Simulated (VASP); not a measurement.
# Si3N4 (P6_3/m) in VASP: further runs

Runs on Si3N4. Level: PBE. Tasks: single point.

Everything below comes from runs of VASP 6.6.1. Logs are shortened: lines on timing, memory, paths and dates and some standing lists are left out, and cuts for length are marked.

## Step 1: The cell of the first run

Symmetry: P6_3/m, No. 176, hexagonal system. The conventional cell has a = 7.617 Å, b = 7.617 Å, c = 2.884 Å, α = 90.00°, β = 90.00°, γ = 120.00°. Si (site symmetry m) has 4 N at 1.73 to 1.74 Å within 2.3 Å. Within 2.3 Å of N (site symmetry -6) lie 3 Si at 1.73 Å. Within 2.3 Å of N (site symmetry m) lie 3 Si at 1.73 to 1.74 Å.

## Step 2: Single point, PBE (z stretched by -1 %, then relaxed in part)

Input file INCAR:

```
PREC = Accurate
ENCUT = 520
EDIFF = 1E-7
ISMEAR = -1
SIGMA = 0.02
LREAL = F
LASPH = T
NELM = 100
ALGO = Normal
ISIF = 2
LWAVE = F
LCHARG = T
GGA = PE
LELF = T
LVHAR = T
NBANDS = 45
```

Input file KPOINTS:

```
regular mesh
0
Gamma
  4 4 9
```

Input file POSCAR:

```
Si3N4
1.0
    7.6170000000      0.0000000000      0.0000000000
   -3.8085000000      6.5965155006      0.0000000000
    0.0000000000      0.0000000000      2.8842660000
Si N
6 8
Direct
    0.1736749881      0.7671142301      0.2500000000
    0.4065607580      0.1736749881      0.7500000000
    0.2328857699      0.4065607580      0.2500000000
    0.8263250119      0.2328857699      0.7500000000
    0.5934392420      0.8263250119      0.2500000000
    0.7671142301      0.5934392420      0.7500000000
    0.3333333333      0.6666666667      0.2500000000
    0.6666666667      0.3333333333      0.7500000000
    0.3296045205      0.0287208284      0.2500000000
    0.3008836921      0.3296045205      0.7500000000
    0.9712791716      0.3008836921      0.2500000000
    0.6703954795      0.9712791716      0.7500000000
    0.6991163079      0.6703954795      0.2500000000
    0.0287208284      0.6991163079      0.7500000000
```

Potentials or basis: VASP PAW PBE potentials, release 64 (Si, N).

Command:

```
cat potpaw_PBE.64/Si/POTCAR potpaw_PBE.64/N/POTCAR > POTCAR
mpirun -np 1 vasp_std > vasp.out
```

OUTCAR:

```text
PREC = Accurate
   ENCUT = 520
   EDIFF = 1E-7
   ISMEAR = -1
   LREAL = F
   LASPH = T
   NELM = 100
   ISIF = 2
   GGA = PE

 ion  position               nearest neighbor table
   1  0.174  0.767  0.250-   7 1.73  14 1.73  14 1.73   9 1.74   3 3.00   5 3.00   2 3.05   2 3.05
                             6 3.05   6 3.05
   2  0.407  0.174  0.750-   8 1.73   9 1.73   9 1.73  10 1.74   6 3.00   4 3.00   1 3.05   1 3.05
                             3 3.05   3 3.05
   3  0.233  0.407  0.250-   7 1.73  10 1.73  10 1.73  11 1.74   5 3.00   1 3.00   2 3.05   2 3.05
                             4 3.05   4 3.05
   4  0.826  0.233  0.750-   8 1.73  11 1.73  11 1.73  12 1.74   6 3.00   2 3.00   5 3.05   5 3.05
                             3 3.05   3 3.05
   5  0.593  0.826  0.250-   7 1.73  12 1.73  12 1.73  13 1.74   3 3.00   1 3.00   4 3.05   4 3.05
                             6 3.05   6 3.05
   6  0.767  0.593  0.750-   8 1.73  13 1.73  13 1.73  14 1.74   2 3.00   4 3.00   5 3.05   5 3.05
                             1 3.05   1 3.05
   7  0.333  0.667  0.250-   1 1.73   5 1.73   3 1.73
   8  0.667  0.333  0.750-   4 1.73   2 1.73   6 1.73
   9  0.330  0.029  0.250-   2 1.73   2 1.73   1 1.74
  10  0.301  0.330  0.750-   3 1.73   3 1.73   2 1.74
  11  0.971  0.301  0.250-   4 1.73   4 1.73   3 1.74
  12  0.670  0.971  0.750-   5 1.73   5 1.73   4 1.74
  13  0.699  0.670  0.250-   6 1.73   6 1.73   5 1.74
  14  0.029  0.699  0.750-   1 1.73   1 1.73   6 1.74

  LATTYP: Found a hexagonal cell.
 ALAT       =     7.6170000000
 C/A-ratio  =     0.3786616778

  Lattice vectors:

 A1 = (   7.6170000000,   0.0000000000,   0.0000000000)
 A2 = (  -3.8085000000,   6.5965155006,   0.0000000000)
 A3 = (   0.0000000000,   0.0000000000,   2.8842660000)

Analysis of symmetry for initial positions (statically):
=====================================================================
 Subroutine PRICEL returns:
 Original cell was already a primitive cell.

 Routine SETGRP: Setting up the symmetry group for a
 hexagonal supercell.

 Subroutine GETGRP returns: Found 12 space group operations
 (whereof  6 operations were pure point group operations)
 out of a pool of 24 trial point group operations.

The static configuration has the point symmetry S_6 .
 The point group associated with its full space group is C_6h.

Analysis of symmetry for dynamics (positions and initial velocities):
=====================================================================
 Subroutine PRICEL returns:
 Original cell was already a primitive cell.

 Routine SETGRP: Setting up the symmetry group for a
 hexagonal supercell.

 Subroutine GETGRP returns: Found 12 space group operations
 (whereof  6 operations were pure point group operations)
 out of a pool of 24 trial point group operations.

The dynamic configuration has the point symmetry S_6 .
 The point group associated with its full space group is C_6h.

 Subroutine INISYM returns: Found 12 space group operations
 (whereof  6 operations are pure point group operations),
 and found     1 'primitive' translations

----------------------------------------------------------------------------------------

                                     Primitive cell

  volume of cell :     144.9218

  direct lattice vectors                    reciprocal lattice vectors
     7.617000000  0.000000000  0.000000000     0.131285283  0.075797593  0.000000000
    -3.808500000  6.596515501  0.000000000     0.000000000  0.151595187  0.000000000
     0.000000000  0.000000000  2.884266000     0.000000000  0.000000000  0.346708660

  length of vectors
     7.617000000  7.617000000  2.884266000     0.151595187  0.151595187  0.346708660

  position of ions in fractional coordinates (direct lattice)
     0.173674988  0.767114230  0.250000000
     0.406560758  0.173674988  0.750000000
[... 28 lines left out ...]
                14          14

----------------------------------------------------------------------------------------

 KPOINTS: regular mesh

Automatic generation of k-mesh.
 Grid dimensions read from file:
 generate k-points for:    4    4    9

 Generating k-lattice:

  Cartesian coordinates                     Fractional coordinates (reciprocal lattice)
     0.032821321  0.018949398  0.000000000     0.250000000  0.000000000  0.000000000
     0.000000000  0.037898797  0.000000000     0.000000000  0.250000000  0.000000000
     0.000000000  0.000000000  0.038523184     0.000000000  0.000000000  0.111111111

  Length of vectors
     0.037898797  0.037898797  0.038523184

  Shift w.r.t. Gamma in fractional coordinates (k-lattice)
     0.000000000  0.000000000  0.000000000

 Subroutine IBZKPT returns following result:
 ===========================================

 Found     20 irreducible k-points:

 Following reciprocal coordinates:
            Coordinates               Weight
  0.000000  0.000000  0.000000      1.000000
  0.250000  0.000000  0.000000      6.000000
  0.500000  0.000000  0.000000      3.000000
  0.250000  0.250000  0.000000      6.000000
  0.000000  0.000000  0.111111      2.000000
  0.250000  0.000000  0.111111     12.000000
[... 12 lines left out ...]
  0.500000  0.000000  0.444444      6.000000
  0.250000  0.250000  0.444444     12.000000
   k-points           NKPTS =     20   k-points in BZ     NKDIM =     20   number of bands    NBANDS=     45
   number of dos      NEDOS =    301   number of ions     NIONS =     14
   total plane-waves  NPLWV =  86400
   dimension x,y,z NGX =    60 NGY =   60 NGZ =   24
   dimension x,y,z NGXF=   120 NGYF=  120 NGZF=   48
   ions per type =               6   8
   NGX,Y,Z   is equivalent  to a cutoff of  13.10, 13.10, 13.83 a.u.
   NGXF,Y,Z  is equivalent  to a cutoff of  26.19, 26.19, 27.67 a.u.
 SYSTEM =  unknown system
   PREC   = accura    normal or accurate (medium, high low for compatibility)
   ISTART =      0    job   : 0-new  1-cont  2-samecut
   ICHARG =      2    charge: 1-file 2-atom 10-const
   ISPIN  =      1    spin polarized calculation?
   LNONCOLLINEAR =      F non collinear calculations
   LSORBIT =      F    spin-orbit coupling
   LASPH  =      T    aspherical Exc in radial PAW
   ENCUT  =  520.0 eV  38.22 Ry    6.18 a.u.  14.16 14.16  5.36*2*pi/ulx,y,z
   NELM   =    100;   NELMIN=  2; NELMDL= -5     # of ELM steps
   EDIFF  = 0.1E-06   stopping-criterion for ELM
   LREAL  =      F    real-space projection
   EDIFFG = 0.1E-05   stopping-criterion for IOM
   NSW    =      0    number of steps for IOM
   IBRION =     -1    ionic relax: 0-MD 1-quasi-New 2-CG
   NFREE  =      0    steps in history (QN), initial steepest desc. (CG)
   ISIF   =      2    stress and relaxation
   ISYM   =      2    0-nonsym 1-usesym 2-fastsym
   POTIM  = 0.5000    time-step for ionic-motion
   TEBEG  =    0.0;   TEEND  =   0.0 temperature during run
   PSTRESS=    0.0 pullay stress
   NELECT =      64.0000    total number of electrons
   NUPDOWN=      -1.0000    fix difference up-down
   EMIN   =  10.00;   EMAX   =-10.00  energy-range for DOS
   EFERMI =   0.00;   METHOD = LEGACY
   ISMEAR =    -1;   SIGMA  =   0.02  broadening in eV -4-tet -1-fermi 0-gaus
   EFERMI_NEDOS =   21; number of points for ismear=-14 and -15
   IALGO  =     38    algorithm
   IMIX   =      4    mixing-type and parameters
     AMIX     =   0.40;   BMIX     =  1.00
     AMIX_MAG =   1.60;   BMIX_MAG =  1.00
  volume/ion in A,a.u.               =      10.35        69.86
  Fermi-wavevector in a.u.,A,eV,Ry     =   1.246685  2.355894 21.146508  1.554224
  Thomas-Fermi vector in A             =   2.380852
   LORBIT       =      0    0 simple, 1 ext, 2 COOP (PROOUT), +10 PAW based schemes
   GGA     = PE    functional components
   LHFCALC =     F    Hartree Fock is set to
   AEXX    =    0.0000 exact exchange contribution
   IVDW    =     0    specifies the selected vdW correction
   LEPSILON=     F    determine dielectric tensor
   LRPA    =     F    only Hartree local field effects (RPA)
 non-spin polarized calculation
  energy-cutoff  :      520.00
  volume of cell :      144.92
 maximum number of plane-waves:      3929
 NGX is ok and might be reduce to    60
   NGX = 29   NGY = 29   NGZ = 11

 number of electron      63.9999994 magnetization

 Free energy of the ion-electron system (eV)
  ---------------------------------------------------
  ext. energy  EPLUGINS =         0.00000000
  ---------------------------------------------------
  free energy    TOTEN  =      -114.45878399 eV

  energy without entropy =     -114.45878399  energy(sigma->0) =     -114.45878399

 E-fermi :   7.2700     XC(G=0): -10.8258

 val. band max:        6.7872507334   @ k =   0.0000   0.0000   0.1111
 cond. band min:      11.2973783409   @ k =   0.0000   0.0000   0.0000
 fundamental gap:      4.5101276076
 Fermi energy:         7.2700336204

 k-point     1 :       0.0000    0.0000    0.0000
  band No.  band energies     occupation
      1     -11.4504      2.00000
      2      -9.9915      2.00000
      3      -9.9915      2.00000
      4      -9.3381      2.00000
      5      -9.2289      2.00000
      6      -9.2289      2.00000
[... 929 lines left out ...]
     43      14.4445      0.00000
     44      14.5714      0.00000
 [bands above 44 left out]

------------------------ aborting loop because EDIFF is reached ----------------------------------------

  FORCE on cell =-STRESS in cart. coord.  units (eV):
  Direction    XX          YY          ZZ          XY          YZ          ZX
  --------------------------------------------------------------------------------------
  -------------------------------------------------------------------------------------
  Total        4.5493452      4.5493452      8.1561072      0.0000001      0.0000000      0.0000000
  in kB       50.2950937     50.2950937     90.1694986      0.0000006      0.0000000      0.0000000
  external PRESSURE =      63.5865620 kB  Pullay stress =       0.0000000 kB

 VOLUME and BASIS-vectors are now :
 -----------------------------------------------------------------------------
  energy-cutoff  :      520.00
  volume of cell :      144.92
      direct lattice vectors                 reciprocal lattice vectors
     7.617000000  0.000000000  0.000000000     0.131285283  0.075797593  0.000000000
    -3.808500000  6.596515501  0.000000000     0.000000000  0.151595187  0.000000000
     0.000000000  0.000000000  2.884266000     0.000000000  0.000000000  0.346708660

 POSITION                                       TOTAL-FORCE (eV/Angst)
 -----------------------------------------------------------------------------------
     -1.59867      5.06028      0.72107         0.011063      0.016927      0.000000
      2.43533      1.14565      2.16320        -0.009128      0.018044      0.000000
      0.22550      2.68188      0.72107        -0.020190      0.001117     -0.000000
      5.40717      1.53623      2.16320        -0.011063     -0.016927      0.000000
      1.37317      5.45087      0.72107         0.009128     -0.018044     -0.000000
      3.58300      3.91463      2.16320         0.020190     -0.001117      0.000000
     -0.00000      4.39768      0.72107         0.000000      0.000000      0.000000
      3.80850      2.19884      2.16320         0.000000      0.000000      0.000000
      2.40121      0.18946      0.72107         0.000480     -0.011875     -0.000000
      1.03653      2.17424      2.16320         0.010524     -0.005522      0.000000
      6.25232      1.98478      0.72107         0.010044      0.006353     -0.000000
      1.40729      6.40706      2.16320        -0.000480      0.011875     -0.000000
      2.77197      4.42227      0.72107        -0.010524      0.005522      0.000000
     -2.44382      4.61173      2.16320        -0.010044     -0.006353     -0.000000
 -----------------------------------------------------------------------------------
    total drift:                               -0.000000      0.000000      0.000000

  FREE ENERGIE OF THE ION-ELECTRON SYSTEM (eV)
  ---------------------------------------------------
  free  energy   TOTEN  =      -114.4587839942 eV

  energy  without entropy=     -114.4587839942  energy(sigma->0) =     -114.45878399
```

Run time: 2.7 min. Hardware: 1 thread of Intel Xeon 6975P-C, shared host; peak memory 0.32 GiB.

What came out:

```yaml
Free_energy: -114.4588 eV
Pressure: 6.4 GPa
Largest_force: 0.020 eV/Å
Band_gap_on_the_k_mesh: 4.51 eV, indirect (least direct gap 4.63 eV)
```

Forces on the atoms (eV/Å):
```
Si   0.011  0.017  0.000
Si  -0.009  0.018  0.000
Si  -0.020  0.001  0.000
Si  -0.011 -0.017  0.000
Si   0.009 -0.018  0.000
Si   0.020 -0.001  0.000
N    0.000  0.000  0.000
N    0.000  0.000  0.000
N    0.000 -0.012  0.000
N    0.011 -0.006  0.000
N    0.010  0.006  0.000
N    0.000  0.012  0.000
N   -0.011  0.006  0.000
N   -0.010 -0.006  0.000
```

Levels at points of the mesh, in eV from the valence-band top:
| k point | band 29 | band 30 | band 31 | band 32 | band 33 | band 34 | band 35 | band 36 |
| --- | --- | --- | --- | --- | --- | --- | --- | --- |
| (0.00, 0.00, 0.00) | -1.29 | -0.39 | -0.38 | -0.12 | 4.51 | 4.87 | 5.06 | 5.06 |
| (0.50, 0.00, 0.00) | -1.35 | -0.77 | -0.25 | -0.18 | 4.75 | 4.89 | 5.06 | 5.42 |

Caveat: the cell differs from its parent crystal (z stretched by -1 %, then relaxed in part). A k mesh can miss the band edges.

## Step 3: Single point, PBE

This run uses another cell than the first one, of 10.46 Å³/atom, 1.010 times its volume.

Input file INCAR:

```
PREC = Accurate
ENCUT = 520
EDIFF = 1E-6
ISMEAR = -1
SIGMA = 0.02
LREAL = F
LASPH = T
NELM = 60
ALGO = Normal
ISIF = 2
LWAVE = F
LCHARG = F
GGA = PE
NBANDS = 45
```

Input file KPOINTS:

```
Automatic mesh
0
Gamma
  4 4 9
```

Input file POSCAR:

```
Si3N4
1.0
    7.6170000000      0.0000000000      0.0000000000
   -3.8085000000      6.5965155006      0.0000000000
    0.0000000000      0.0000000000      2.9134000000
Si N
6 8
Direct
    0.1740483666      0.7679428916      0.2500000000
    0.4061054750      0.1740483666      0.7500000000
    0.2320571084      0.4061054750      0.2500000000
    0.8259516334      0.2320571084      0.7500000000
    0.5938945250      0.8259516334      0.2500000000
    0.7679428916      0.5938945250      0.7500000000
    0.3333333333      0.6666666667      0.2500000000
    0.6666666667      0.3333333333      0.7500000000
    0.3297879503      0.0300001295      0.2500000000
    0.2997878208      0.3297879503      0.7500000000
    0.9699998705      0.2997878208      0.2500000000
    0.6702120497      0.9699998705      0.7500000000
    0.7002121792      0.6702120497      0.2500000000
    0.0300001295      0.7002121792      0.7500000000
```

Potentials or basis: VASP PAW PBE potentials, release 64 (Si, N).

Command:

```
cat potpaw_PBE.64/Si/POTCAR potpaw_PBE.64/N/POTCAR > POTCAR
mpirun -np 1 vasp_std > vasp.out
```

Run time: 2.7 min. Hardware: 1 thread of Intel Xeon 6975P-C, shared host; peak memory 0.31 GiB.

It converged, with:

```yaml
Free_energy: -114.5163 eV
Pressure: 3.7 GPa
Largest_force: 0.004 eV/Å
Band_gap_on_the_k_mesh: 4.31 eV, indirect (least direct gap 4.49 eV)
```

Forces on the atoms (eV/Å):
```
Si   0.002  0.003  0.000
Si  -0.002  0.003  0.000
Si  -0.004  0.000  0.000
Si  -0.002 -0.003  0.000
Si   0.002 -0.003  0.000
Si   0.004  0.000  0.000
N    0.000  0.000  0.000
N    0.000  0.000  0.000
N   -0.002 -0.003  0.000
N    0.002 -0.004  0.000
N    0.004  0.000  0.000
N    0.002  0.003  0.000
N   -0.002  0.004  0.000
N   -0.004  0.000  0.000
```

Stress tensor (GPa, compression positive):
```
3.87 0.00 0.00
0.00 3.87 0.00
0.00 0.00 3.42
```

Levels at points of the mesh, in eV from the valence-band top:
| k point | band 30 | band 31 | band 32 | band 33 | band 34 | band 35 |
| --- | --- | --- | --- | --- | --- | --- |
| (0.00, 0.00, 0.00) | -0.44 | -0.36 | -0.18 | 4.31 | 4.74 | 4.88 |
| (0.50, 0.00, 0.00) | -0.75 | -0.31 | -0.24 | 4.62 | 4.70 | 4.86 |

A k mesh can miss the band edges. Expect the measured gap to be larger: semilocal functionals such as PBE lack the derivative discontinuity.
